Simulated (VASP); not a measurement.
# Hf (Fd-3m) in VASP: a series of runs

The runs below take Hf through single point, with PBEsol.

Program: VASP 6.6.1. These are calculated values, not measurements. Logs are shortened: lines on timing, memory, paths and dates and some standing lists are left out, and cuts for length are marked.

**1. The cell of the first run**

Symmetry: Fd-3m, No. 227, cubic system. The conventional cell has a = 6.458 Å, b = 6.458 Å, c = 6.458 Å, α = 90.00°, β = 90.00°, γ = 90.00°. Hf (site symmetry -43m) has 4 Hf at 2.80 Å within 3.7 Å.

**2. Single point, PBEsol (volume scaled by 1.04)**

INCAR reads:

```
  ALGO = Normal
  EDIFF = 1E-6
  ENCUT = 520
  GGA = PS
  ISIF = 2
  ISMEAR = -1
  LASPH = True
  LCHARG = False
  LREAL = False
  LWAVE = False
  NBANDS = 17
  NELM = 80
  PREC = Accurate
  SIGMA = 0.1
```

KPOINTS reads:

```
k-points
0
Gamma
  10 10 10
```

POSCAR reads:

```
Hf
1.0
    0.0000000000      3.2289429053      3.2289429053
    3.2289429053      0.0000000000      3.2289429053
    3.2289429053      3.2289429053      0.0000000000
Hf
2
Direct
    0.1250000000      0.1250000000      0.1250000000
    0.8750000000      0.8750000000      0.8750000000
```

Potentials or basis: VASP PAW PBE potentials, release 64 (Hf_pv).

Command:

```bash
$ cat potpaw_PBE.64/Hf_pv/POTCAR > POTCAR
$ mpirun -np 1 vasp_std > vasp.out
```

OUTCAR:

```text
EDIFF = 1E-6
   ENCUT = 520
   GGA = PS
   ISIF = 2
   ISMEAR = -1
   LASPH = True
   LREAL = False
   NELM = 80
   PREC = Accurate

 ion  position               nearest neighbor table
   1  0.125  0.125  0.125-   2 2.80   2 2.80   2 2.80   2 2.80
   2  0.875  0.875  0.875-   1 2.80   1 2.80   1 2.80   1 2.80

  LATTYP: Found a face centered cubic cell.
 ALAT       =     6.4578858106

  Lattice vectors:

 A1 = (   0.0000000000,   3.2289429053,   3.2289429053)
 A2 = (   3.2289429053,   0.0000000000,   3.2289429053)
 A3 = (   3.2289429053,   3.2289429053,   0.0000000000)

Analysis of symmetry for initial positions (statically):
=====================================================================
 Subroutine PRICEL returns:
 Original cell was already a primitive cell.

 Routine SETGRP: Setting up the symmetry group for a
 face centered cubic supercell.

 Subroutine GETGRP returns: Found 48 space group operations
 (whereof 12 operations were pure point group operations)
 out of a pool of 48 trial point group operations.

The static configuration has the point symmetry D_3d.
 The point group associated with its full space group is O_h .

Analysis of symmetry for dynamics (positions and initial velocities):
=====================================================================
 Subroutine PRICEL returns:
 Original cell was already a primitive cell.

 Routine SETGRP: Setting up the symmetry group for a
 face centered cubic supercell.

 Subroutine GETGRP returns: Found 48 space group operations
 (whereof 12 operations were pure point group operations)
 out of a pool of 48 trial point group operations.

The dynamic configuration has the point symmetry D_3d.
 The point group associated with its full space group is O_h .

 Subroutine INISYM returns: Found 48 space group operations
 (whereof 12 operations are pure point group operations),
 and found     1 'primitive' translations

----------------------------------------------------------------------------------------

                                     Primitive cell

  volume of cell :      67.3304

  direct lattice vectors                    reciprocal lattice vectors
     0.000000000  3.228942905  3.228942905    -0.154849440  0.154849440  0.154849440
     3.228942905  0.000000000  3.228942905     0.154849440 -0.154849440  0.154849440
     3.228942905  3.228942905  0.000000000     0.154849440  0.154849440 -0.154849440

  length of vectors
     4.566414849  4.566414849  4.566414849     0.268207097  0.268207097  0.268207097

  position of ions in fractional coordinates (direct lattice)
     0.125000000  0.125000000  0.125000000
     0.875000000  0.875000000  0.875000000

  ion indices of the primitive-cell ions
   primitive index   ion index
                 1           1
                 2           2

----------------------------------------------------------------------------------------

 KPOINTS: k-points

Automatic generation of k-mesh.
 Grid dimensions read from file:
 generate k-points for:   10   10   10

 Generating k-lattice:

  Cartesian coordinates                     Fractional coordinates (reciprocal lattice)
    -0.015484944  0.015484944  0.015484944     0.100000000  0.000000000  0.000000000
     0.015484944 -0.015484944  0.015484944     0.000000000  0.100000000  0.000000000
     0.015484944  0.015484944 -0.015484944     0.000000000  0.000000000  0.100000000

  Length of vectors
     0.026820710  0.026820710  0.026820710

  Shift w.r.t. Gamma in fractional coordinates (k-lattice)
     0.000000000  0.000000000  0.000000000

 Subroutine IBZKPT returns following result:
 ===========================================

 Found     47 irreducible k-points:

 Following reciprocal coordinates:
            Coordinates               Weight
  0.000000  0.000000  0.000000      1.000000
  0.100000  0.000000  0.000000      8.000000
  0.200000  0.000000  0.000000      8.000000
  0.300000  0.000000  0.000000      8.000000
  0.400000  0.000000  0.000000      8.000000
  0.500000  0.000000  0.000000      4.000000
[... 16 lines left out ...]
  0.300000  0.300000  0.000000      6.000000
  0.400000  0.300000  0.000000     24.000000
 [... further k-points ...]
   k-points           NKPTS =     47   k-points in BZ     NKDIM =     47   number of bands    NBANDS=     17
   number of dos      NEDOS =    301   number of ions     NIONS =      2
   total plane-waves  NPLWV =  46656
   dimension x,y,z NGX =    36 NGY =   36 NGZ =   36
   dimension x,y,z NGXF=    72 NGYF=   72 NGZF=   72
   ions per type =               2
   NGX,Y,Z   is equivalent  to a cutoff of  13.11, 13.11, 13.11 a.u.
   NGXF,Y,Z  is equivalent  to a cutoff of  26.21, 26.21, 26.21 a.u.
 SYSTEM =  unknown system
   PREC   = accura    normal or accurate (medium, high low for compatibility)
   ISTART =      0    job   : 0-new  1-cont  2-samecut
   ICHARG =      2    charge: 1-file 2-atom 10-const
   ISPIN  =      1    spin polarized calculation?
   LNONCOLLINEAR =      F non collinear calculations
   LSORBIT =      F    spin-orbit coupling
   LASPH  =      T    aspherical Exc in radial PAW
   ENCUT  =  520.0 eV  38.22 Ry    6.18 a.u.   8.49  8.49  8.49*2*pi/ulx,y,z
   NELM   =     80;   NELMIN=  2; NELMDL= -5     # of ELM steps
   EDIFF  = 0.1E-05   stopping-criterion for ELM
   LREAL  =      F    real-space projection
   EDIFFG = 0.1E-04   stopping-criterion for IOM
   NSW    =      0    number of steps for IOM
   IBRION =     -1    ionic relax: 0-MD 1-quasi-New 2-CG
   NFREE  =      0    steps in history (QN), initial steepest desc. (CG)
   ISIF   =      2    stress and relaxation
   ISYM   =      2    0-nonsym 1-usesym 2-fastsym
   POTIM  = 0.5000    time-step for ionic-motion
   TEBEG  =    0.0;   TEEND  =   0.0 temperature during run
   PSTRESS=    0.0 pullay stress
   NELECT =      20.0000    total number of electrons
   NUPDOWN=      -1.0000    fix difference up-down
   EMIN   =  10.00;   EMAX   =-10.00  energy-range for DOS
   EFERMI =   0.00;   METHOD = LEGACY
   ISMEAR =    -1;   SIGMA  =   0.10  broadening in eV -4-tet -1-fermi 0-gaus
   EFERMI_NEDOS =   21; number of points for ismear=-14 and -15
   IALGO  =     38    algorithm
   IMIX   =      4    mixing-type and parameters
     AMIX     =   0.40;   BMIX     =  1.00
     AMIX_MAG =   1.60;   BMIX_MAG =  1.00
  volume/ion in A,a.u.               =      33.67       227.18
  Fermi-wavevector in a.u.,A,eV,Ry     =   1.092315  2.064176 16.233812  1.193152
  Thomas-Fermi vector in A             =   2.228578
   LORBIT       =      0    0 simple, 1 ext, 2 COOP (PROOUT), +10 PAW based schemes
   GGA     = PS    functional components
   LHFCALC =     F    Hartree Fock is set to
   AEXX    =    0.0000 exact exchange contribution
   IVDW    =     0    specifies the selected vdW correction
   LEPSILON=     F    determine dielectric tensor
   LRPA    =     F    only Hartree local field effects (RPA)
 non-spin polarized calculation
  energy-cutoff  :      520.00
  volume of cell :       67.33
 maximum number of plane-waves:      1837
 NGX is ok and might be reduce to    36
   NGX = 17   NGY = 17   NGZ = 17

 number of electron      19.9999999 magnetization

 Free energy of the ion-electron system (eV)
  ---------------------------------------------------
  ext. energy  EPLUGINS =         0.00000000
  ---------------------------------------------------
  free energy    TOTEN  =       -15.49593086 eV

  energy without entropy =      -15.33857360  energy(sigma->0) =      -15.41725223

 E-fermi :   1.5936     XC(G=0):  -9.3415

 val. band max:        1.5899826977   @ k =   0.4000   0.4000   0.0000
 cond. band min:       1.6159158205   @ k =   0.3000   0.1000   0.0000
 fundamental gap:      0.0259331228
 Fermi energy:         1.5935898544

 k-point     1 :       0.0000    0.0000    0.0000
  band No.  band energies     occupation
      1     -29.3375      2.00000
      2     -29.3375      2.00000
      3     -29.3375      2.00000
      4     -28.6879      2.00000
      5     -28.6879      2.00000
      6     -28.6879      2.00000
[... 9 lines left out ...]
     16       7.4424      0.00000
     17       7.4424      0.00000

 k-point     2 :       0.1000    0.0000    0.0000
  band No.  band energies     occupation
      1     -29.3449      2.00000
      2     -29.3449      2.00000
      3     -29.3363      2.00000
      4     -28.6904      2.00000
      5     -28.6802      2.00000
      6     -28.6802      2.00000
[... 9 lines left out ...]
     16       7.4034      0.00000
     17       7.4034      0.00000

 k-point     3 :       0.2000    0.0000    0.0000
  band No.  band energies     occupation
      1     -29.3633      2.00000
      2     -29.3633      2.00000
      3     -29.3333      2.00000
      4     -28.6969      2.00000
      5     -28.6607      2.00000
      6     -28.6607      2.00000
[... 9 lines left out ...]
     16       7.2704      0.00000
     17       7.2704      0.00000

 k-point     4 :       0.3000    0.0000    0.0000
  band No.  band energies     occupation
      1     -29.3848      2.00000
      2     -29.3848      2.00000
      3     -29.3299      2.00000
      4     -28.7044      2.00000
      5     -28.6380      2.00000
      6     -28.6380      2.00000
[... 9 lines left out ...]
     16       7.0046      0.00000
     17       7.0046      0.00000

 k-point     5 :       0.4000    0.0000    0.0000
  band No.  band energies     occupation
      1     -29.4013      2.00000
      2     -29.4013      2.00000
      3     -29.3275      2.00000
      4     -28.7101      2.00000
      5     -28.6205      2.00000
      6     -28.6205      2.00000
[... 9 lines left out ...]
     16       6.6186      0.00000
     17       6.7883      0.00000

 k-point     6 :       0.5000    0.0000    0.0000
  band No.  band energies     occupation
      1     -29.4074      2.00000
      2     -29.4074      2.00000
      3     -29.3267      2.00000
      4     -28.7122      2.00000
      5     -28.6141      2.00000
      6     -28.6141      2.00000
[... 9 lines left out ...]
     16       6.3514      0.00000
     17       6.3762      0.00000

 k-point     7 :       0.1000    0.1000    0.0000
  band No.  band energies     occupation
      1     -29.3535      2.00000
      2     -29.3535      2.00000
      3     -29.3225      2.00000
      4     -28.7052      2.00000
      5     -28.6711      2.00000
      6     -28.6711      2.00000
[... 9 lines left out ...]
     16       7.2085      0.00000
     17       7.5403      0.00000

 k-point     8 :       0.2000    0.1000    0.0000
  band No.  band energies     occupation
      1     -29.3727      2.00000
      2     -29.3720      2.00000
      3     -29.3093      2.00000
      4     -28.7209      2.00000
      5     -28.6522      2.00000
      6     -28.6510      2.00000
[... 9 lines left out ...]
     16       6.9501      0.00000
     17       7.5466      0.00000
[... 203 lines left out ...]
      1     -29.4626      2.00000
      2     -29.4331      2.00000
      3     -29.2133      2.00000
      4     -28.8253      2.00000
      5     -28.5870      2.00000
      6     -28.5612      2.00000
[... 9 lines left out ...]
     16       6.1150      0.00000
     17       6.5413      0.00000

 k-point    20 :      -0.4000    0.2000    0.0000
  band No.  band energies     occupation
      1     -29.4701      2.00000
      2     -29.4252      2.00000
      3     -29.2181      2.00000
      4     -28.8197      2.00000
      5     -28.5953      2.00000
      6     -28.5541      2.00000
[... 9 lines left out ...]
     16       5.7101      0.00000
     17       6.6748      0.00000

 k-point    21 :      -0.3000    0.2000    0.0000
  band No.  band energies     occupation
      1     -29.4607      2.00000
      2     -29.4075      2.00000
      3     -29.2423      2.00000
      4     -28.7939      2.00000
      5     -28.6140      2.00000
      6     -28.5634      2.00000
[... 9 lines left out ...]
     16       5.4788      0.00000
     17       7.2958      0.00000

 k-point    22 :      -0.2000    0.2000    0.0000
  band No.  band energies     occupation
      1     -29.4348      2.00000
      2     -29.3858      2.00000
      3     -29.2771      2.00000
      4     -28.7570      2.00000
      5     -28.6368      2.00000
      6     -28.5890      2.00000
[... 9 lines left out ...]
     16       6.1050      0.00000
     17       7.5728      0.00000

 k-point    23 :       0.3000    0.3000    0.0000
  band No.  band energies     occupation
      1     -29.4348      2.00000
      2     -29.4348      2.00000
      3     -29.2102      2.00000
      4     -28.8304      2.00000
      5     -28.5854      2.00000
      6     -28.5854      2.00000
[... 9 lines left out ...]
     16       5.6899      0.00000
     17       7.5656      0.00000

 k-point    24 :       0.4000    0.3000    0.0000
  band No.  band energies     occupation
      1     -29.4558      2.00000
      2     -29.4503      2.00000
      3     -29.1713      2.00000
      4     -28.8715      2.00000
      5     -28.5690      2.00000
      6     -28.5643      2.00000
[... 9 lines left out ...]
     16       5.3231      0.00000
     17       7.4024      0.00000

 [... further k-points ...]
[... 5 lines left out ...]
  --------------------------------------------------------------------------------------
  -------------------------------------------------------------------------------------
  Total       -0.5503594     -0.5503594     -0.5503594     -0.0000000      0.0000000      0.0000000
  in kB      -13.0962174    -13.0962174    -13.0962174     -0.0000000      0.0000000      0.0000000
  external PRESSURE =     -13.0962174 kB  Pullay stress =       0.0000000 kB

 VOLUME and BASIS-vectors are now :
 -----------------------------------------------------------------------------
  energy-cutoff  :      520.00
  volume of cell :       67.33
      direct lattice vectors                 reciprocal lattice vectors
     0.000000000  3.228942905  3.228942905    -0.154849440  0.154849440  0.154849440
     3.228942905  0.000000000  3.228942905     0.154849440 -0.154849440  0.154849440
     3.228942905  3.228942905  0.000000000     0.154849440  0.154849440 -0.154849440

 POSITION                                       TOTAL-FORCE (eV/Angst)
 -----------------------------------------------------------------------------------
      0.80724      0.80724      0.80724         0.000000      0.000000      0.000000
      5.65065      5.65065      5.65065        -0.000000     -0.000000     -0.000000
 -----------------------------------------------------------------------------------
    total drift:                                0.000000      0.000000      0.000000

  FREE ENERGIE OF THE ION-ELECTRON SYSTEM (eV)
  ---------------------------------------------------
  free  energy   TOTEN  =       -15.4959308630 eV

  energy  without entropy=      -15.3385736041  energy(sigma->0) =      -15.41725223
```

Run time: 61 s. Hardware: 1 thread of Intel Xeon Platinum 8259CL at 2.50GHz (Skylake/Cascade Lake), shared host; peak memory 0.22 GiB.

What came out:

```yaml
Free_energy: -15.4959 eV
Pressure: -1.3 GPa
Band_gap_on_the_k_mesh: zero (band 10 reaches 1.94 eV, above the bottom of band 11 at 1.27 eV)
```

Levels at points of the mesh, in eV from the Fermi level:
```tsv
k point	band 7	band 8	band 9	band 10	band 11	band 12	band 13	band 14
(0.00, 0.00, 0.00)	-5.19	-0.35	-0.35	0.16	0.16	0.16	2.13	2.13
(0.50, 0.00, 0.00)	-3.01	-0.89	-0.32	-0.32	-0.01	0.21	0.21	3.18
(0.50, 0.50, 0.00)	-1.36	-1.36	-1.13	-1.13	0.33	0.33	2.16	2.16
```

Caveat: the PAW data sets were made with another functional, which shifts forces and pressure a little; spin-orbit coupling is left out, which moves the levels of the heavy elements.

**3. Single point, PBEsol (volume scaled by 1.08)**

INCAR reads:

```
  PREC = Accurate
  ENCUT = 520
  EDIFF = 1E-6
  ISMEAR = -1
  SIGMA = 0.1
  LREAL = False
  LASPH = True
  NELM = 80
  ALGO = Normal
  ISIF = 2
  LWAVE = False
  LCHARG = True
  GGA = PS
  LELF = True
  LVHAR = True
  NBANDS = 17
```

KPOINTS reads:

```
regular mesh
0
Gamma
  10 10 10
```

POSCAR reads:

```
Hf
1.0
    0.0000000000      3.2698199397      3.2698199397
    3.2698199397      0.0000000000      3.2698199397
    3.2698199397      3.2698199397      0.0000000000
Hf
2
Direct
    0.1250000000      0.1250000000      0.1250000000
    0.8750000000      0.8750000000      0.8750000000
```

Potentials or basis: VASP PAW PBE potentials, release 64 (Hf_pv).

Command:

```bash
$ cat potpaw_PBE.64/Hf_pv/POTCAR > POTCAR
$ mpirun -np 1 vasp_std > vasp.out
```

It took 62 s on 1 thread of Intel Xeon Platinum 8259CL at 2.50GHz (Skylake/Cascade Lake), shared host; peak memory 0.22 GiB.

Results (log left out):

* Free energy: -15.4670 eV
* Pressure: -2.3 GPa
* Band gap on the k mesh: zero (band 10 reaches 1.76 eV, above the bottom of band 11 at 1.05 eV)

Levels at points of the mesh, in eV from the Fermi level:
```
           k point  band 7  band 8  band 9  band 10  band 11  band 12  band 13  band 14
(0.00, 0.00, 0.00)   -5.11   -0.29   -0.29     0.15     0.15     0.15     2.06     2.06
(0.50, 0.00, 0.00)   -3.01   -0.85   -0.26    -0.26    -0.06     0.21     0.21     3.05
(0.50, 0.50, 0.00)   -1.26   -1.26   -1.21    -1.21     0.34     0.34     2.12     2.12
```

Caveat: the PAW data sets were made with another functional, which shifts forces and pressure a little; spin-orbit coupling is left out, which moves the levels of the heavy elements.
